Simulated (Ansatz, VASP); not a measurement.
# One calculation of KI, two programs

File INCAR:

```
PREC = Accurate ; ENCUT = 500
EDIFF = 1E-7 ; ISMEAR = 0
SIGMA = 0.02 ; LREAL = False
LASPH = True ; NELM = 120
ALGO = Normal ; ISIF = 3
LWAVE = False ; LCHARG = False
IBRION = 2 ; NSW = 100
EDIFFG = -0.002 ; GGA_COMPAT = False
NELMIN = 4
```

KPOINTS

```
regular mesh
0
Gamma
  6 6 6
```

File POSCAR:

```
KI
1.0
    0.0000000000      3.4091659304      3.4091659304
    3.4091659304      0.0000000000      3.4091659304
    3.4091659304      3.4091659304      0.0000000000
K I
1 1
Direct
    0.0000000000      0.0000000000      0.0000000000
    0.5000000000      0.5000000000      0.5000000000
```

Input for Ansatz:

```yaml
crystal:
  lattice:
    - [0.0, 3.4091659304, 3.4091659304]
    - [3.4091659304, 0.0, 3.4091659304]
    - [3.4091659304, 3.4091659304, 0.0]
  atoms:
    - { symbol: K, position: [0.0, 0.0, 0.0] }
    - { symbol: I, position: [0.5, 0.5, 0.5] }
basis:
  ecutwfc: 420
kpoints:
  mp_grid: { grid: [6, 6, 6] }
hamiltonian:
  xc: lda
  pseudopotentials: { kind: paw }
scf:
  occupations: { method: gaussian, width: 0.02 }
output:
  forces: true
  stress: true
  eigenvalues: true
relax:
  adjacent_minimum: "off"
  f_tol: 0.002
  max_steps: 80
  cell: { stress_tol: 0.02 }
```

Alike in both runs: task relaxation of cell and atoms; functional LDA; k mesh 6 × 6 × 6; occupations gaussian, width 0.02 eV; no spin polarisation.

```csv
,VASP,Ansatz
version,VASP 6.6.1,Ansatz 0.2.0
potentials or method,"VASP PAW LDA potentials, release 64 (K_sv, I), cutoff 500 eV","scalar-relativistic, plane waves, PAW"
valence electrons in the cell,16,26
```

Ansatz gave:

- gap on the k mesh at the Fermi level, each at its own relaxed structure (eV): 3.87
- relaxed volume (Å³/atom): 39.62
- relaxed cell length with the largest relative difference (Å): 4.821

Question: Which values does VASP return?

Answer: gap on the k mesh at the Fermi level, each at its own relaxed structure (eV): 3.87; relaxed volume (Å³/atom): 39.75; relaxed cell length with the largest relative difference (Å): 4.826.

LDA's correlation is that of Perdew and Zunger in VASP and of Perdew and Wang (1992) in Ansatz. VASP's potentials hold 16 valence electrons a cell and Ansatz's 26, so a difference there can come from the potentials and not from the codes.

Spin-orbit coupling is off throughout.
